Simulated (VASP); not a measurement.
# C in VASP: settings compared, part 2 of 2

VASP 6.6.1. Earlier steps stand in the parts before.

## Step 3: Single point, r2SCAN (strain along [111] +2.5%)

POSCAR

```
C
1.0
    0.0296687357      1.8097928780      1.8097928780
    1.8097928780      0.0296687357      1.8097928780
    1.8097928780      1.8097928780      0.0296687357
C
2
Direct
   -0.0000102659     -0.0000102659     -0.0000102659
    0.2500102659      0.2500102659      0.2500102659
```

INCAR.step1

```
SYSTEM = C
PREC = Accurate ; ENCUT = 520
ISMEAR = 0 ; SIGMA = 0.01
LREAL = .FALSE. ; LASPH = .TRUE.
NELM = 60 ; NBANDS = 11
GGA = PE ; ALGO = Normal
EDIFF = 1E-4 ; LWAVE = .TRUE.
LCHARG = .FALSE.
```

INCAR.step2

```
SYSTEM = C
PREC = Accurate ; ENCUT = 520
EDIFF = 1E-7 ; ISMEAR = 0
SIGMA = 0.01 ; LREAL = .FALSE.
LASPH = .TRUE. ; NELM = 60
ALGO = Normal ; ISIF = 2
LWAVE = .FALSE. ; LCHARG = .FALSE.
METAGGA = R2SCAN ; LMIXTAU = .TRUE.
NBANDS = 11 ; ISTART = 1
```

KPOINTS

```
Automatic mesh
0
G
  12 12 12
  0 0 0
```

Potentials or basis: VASP PAW PBE potentials, release 64 (C).

Launch:

```bash
> cat potpaw_PBE.64/C/POTCAR > POTCAR
> cp INCAR.step1 INCAR
> mpirun -np 1 vasp_std > vasp.out
> cp INCAR.step2 INCAR
> mpirun -np 1 vasp_std > vasp.out
```

OUTCAR:

```text
SYSTEM = C
   PREC = Accurate
   ENCUT = 520
   EDIFF = 1E-7
   ISMEAR = 0
   LREAL = .FALSE.
   LASPH = .TRUE.
   NELM = 60
   ISIF = 2
   METAGGA = R2SCAN
   ISTART = 1

 ion  position               nearest neighbor table
   1  1.000  1.000  1.000-   2 1.55   2 1.55   2 1.55   2 1.58
   2  0.250  0.250  0.250-   1 1.55   1 1.55   1 1.55   1 1.58

  LATTYP: Found a trigonal (rhomboedric) cell.
 ALAT       =     2.5596055861
 COS(alpha) =     0.5163240629

  Lattice vectors:

 A1 = (   0.0296687357,   1.8097928780,   1.8097928780)
 A2 = (   1.8097928780,   0.0296687357,   1.8097928780)
 A3 = (   1.8097928780,   1.8097928780,   0.0296687357)

Analysis of symmetry for initial positions (statically):
=====================================================================
 Subroutine PRICEL returns:
 Original cell was already a primitive cell.

 Routine SETGRP: Setting up the symmetry group for a
 trigonal (rhombohedral) supercell.

 Subroutine GETGRP returns: Found 12 space group operations
 (whereof  6 operations were pure point group operations)
 out of a pool of 12 trial point group operations.

The static configuration has the point symmetry C_3v.
 The point group associated with its full space group is D_3d.

Analysis of symmetry for dynamics (positions and initial velocities):
=====================================================================
 Subroutine PRICEL returns:
 Original cell was already a primitive cell.

 Routine SETGRP: Setting up the symmetry group for a
 trigonal (rhombohedral) supercell.

 Subroutine GETGRP returns: Found 12 space group operations
 (whereof  6 operations were pure point group operations)
 out of a pool of 12 trial point group operations.

The dynamic configuration has the point symmetry C_3v.
 The point group associated with its full space group is D_3d.

 Subroutine INISYM returns: Found 12 space group operations
 (whereof  6 operations are pure point group operations),
 and found     1 'primitive' translations
[... 120 lines left out ...]
   METAGGA = R2SCAN    functional components
   LHFCALC =     F    Hartree Fock is set to
   AEXX    =    0.0000 exact exchange contribution
   IVDW    =     0    specifies the selected vdW correction
   LEPSILON=     F    determine dielectric tensor
   LRPA    =     F    only Hartree local field effects (RPA)
 non-spin polarized calculation
 Gauss-broadening in eV      SIGMA  =   0.01
  energy-cutoff  :      520.00
  volume of cell :       11.56
 maximum number of plane-waves:       325
   NGX =  9   NGY =  9   NGZ =  9

 number of electron       8.0000000 magnetization

 Free energy of the ion-electron system (eV)
  ---------------------------------------------------
  ext. energy  EPLUGINS =         0.00000000
  ---------------------------------------------------
  free energy    TOTEN  =       -19.63393303 eV

  energy without entropy =      -19.63393303  energy(sigma->0) =      -19.63393303

 E-fermi :   9.5951     XC(G=0): -14.1523

 val. band max:        9.4385502612   @ k =   0.0000   0.0000   0.0000
 cond. band min:      13.7168768048   @ k =   0.3333   0.3333   0.0000
 fundamental gap:      4.2783265435
 Fermi energy:         9.5950662778

 k-point     1 :       0.0000    0.0000    0.0000
  band No.  band energies     occupation
      1     -12.9985      2.00000
      2       9.4218      2.00000
      3       9.4386      2.00000
      4       9.4386      2.00000
      5      14.6716      0.00000
      6      15.4717      0.00000
      7      15.4717      0.00000
      8      22.8548      0.00000
      9      29.5812      0.00000
     10      36.6236      0.00000
     11      36.6236      0.00000
[... 309 lines left out ...]
 k-point    24 :      -0.4167    0.1667    0.0000
  band No.  band energies     occupation
      1      -6.5823      2.00000
      2      -3.5885      2.00000
      3       3.6544      2.00000
      4       5.6242      2.00000
      5      17.0391      0.00000
      6      19.8618      0.00000
      7      20.9304      0.00000
      8      25.7346      0.00000
      9      29.8147      0.00000
     10      34.2793      0.00000
     11      35.1373      0.00000

 [... further k-points ...]

------------------------ aborting loop because EDIFF is reached ----------------------------------------

  FORCE on cell =-STRESS in cart. coord.  units (eV):
  Direction    XX          YY          ZZ          XY          YZ          ZX
  --------------------------------------------------------------------------------------
  -------------------------------------------------------------------------------------
  Total       -0.6683237     -0.6683237     -0.6683237     -0.6525298     -0.6525298     -0.6525298
  in kB      -92.5961058    -92.5961058    -92.5961058    -90.4078622    -90.4078622    -90.4078622
  external PRESSURE =     -92.5961058 kB  Pullay stress =       0.0000000 kB

 VOLUME and BASIS-vectors are now :
 -----------------------------------------------------------------------------
  energy-cutoff  :      520.00
  volume of cell :       11.56
      direct lattice vectors                 reciprocal lattice vectors
     0.029668736  1.809792878  1.809792878    -0.283162859  0.278595716  0.278595716
     1.809792878  0.029668736  1.809792878     0.278595716 -0.283162859  0.278595716
     1.809792878  1.809792878  0.029668736     0.278595716  0.278595716 -0.283162859

 POSITION                                       TOTAL-FORCE (eV/Angst)
 -----------------------------------------------------------------------------------
      3.64922      3.64922      3.64922         0.003187      0.003187      0.003187
      0.91235      0.91235      0.91235        -0.003187     -0.003187     -0.003187
 -----------------------------------------------------------------------------------
    total drift:                                0.000000     -0.000000      0.000000

  FREE ENERGIE OF THE ION-ELECTRON SYSTEM (eV)
  ---------------------------------------------------
  free  energy   TOTEN  =       -19.6339330290 eV

  energy  without entropy=      -19.6339330290  energy(sigma->0) =      -19.63393303
```

OUTCAR.step1:

```text
SYSTEM = C
   PREC = Accurate
   ENCUT = 520
   ISMEAR = 0
   LREAL = .FALSE.
[... 561 lines left out ...]
      3.64922      3.64922      3.64922         0.018231      0.018231      0.018231
      0.91235      0.91235      0.91235        -0.018231     -0.018231     -0.018231
 -----------------------------------------------------------------------------------
    total drift:                                0.000000     -0.000000      0.000000

  FREE ENERGIE OF THE ION-ELECTRON SYSTEM (eV)
  ---------------------------------------------------
  free  energy   TOTEN  =       -18.1674071134 eV

  energy  without entropy=      -18.1674071134  energy(sigma->0) =      -18.16740711
```

Run time: 71 s. Hardware: 1 thread of Intel Xeon Platinum 8375C at 2.90GHz (Ice Lake), shared host; peak memory 0.13 GiB.

What came out:

| Quantity | Value |
| --- | --- |
| Free energy | -19.6339 eV |
| Pressure | -9.3 GPa |
| Largest force | 0.006 eV/Å |
| Band gap on the k mesh | 4.28 eV, indirect (least direct gap 5.23 eV) |

Forces in eV/Å, atoms in the order of the input:
```
C    0.003  0.003  0.003
C   -0.003 -0.003 -0.003
```

Stress tensor (GPa, compression positive):
```
-9.26 -9.04 -9.04
-9.04 -9.26 -9.04
-9.04 -9.04 -9.26
```

Caveat: the cell differs from its parent crystal (strain along [111] +2.5%); the PAW data sets were made with another functional, which shifts forces and pressure a little. A k mesh can miss the band edges.
